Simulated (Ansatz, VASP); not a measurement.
## One calculation of TePb, two programs

```xyz
2
Lattice="0.0000 3.1905 3.1905 3.1905 0.0000 3.1905 3.1905 3.1905 0.0000" Properties=species:S:1:pos:R:3 pbc="T T T"
Pb    0.0000    0.0000    0.0000
Te    3.1905    3.1905    3.1905
```

Change from the starting cell: volume scaled by 1, crystal datasets.

Alike in both runs: task single point; functional LDA; k mesh 12 × 12 × 12; occupations fermi-dirac, width 0.08 eV; no spin polarisation.

```csv
,VASP,Ansatz
version,VASP 6.6.1,Ansatz 0.2.0
potentials or method,"VASP PAW LDA potentials, release 64 (Pb_d, Te), cutoff 500 eV","all-electron PAW with datasets made for the crystal, scalar-relativistic"
```

VASP gave:

| Property | Result |
| --- | --- |
| pressure (GPa) | 0.1 |

Question: Estimate Ansatz's values.

Answer: Pressure (GPa): 0.0.

LDA's correlation is that of Perdew and Zunger in VASP and of Perdew and Wang (1992) in Ansatz. Ansatz ran all-electron here, and VASP with PAW potentials.

Spin-orbit coupling is off throughout.
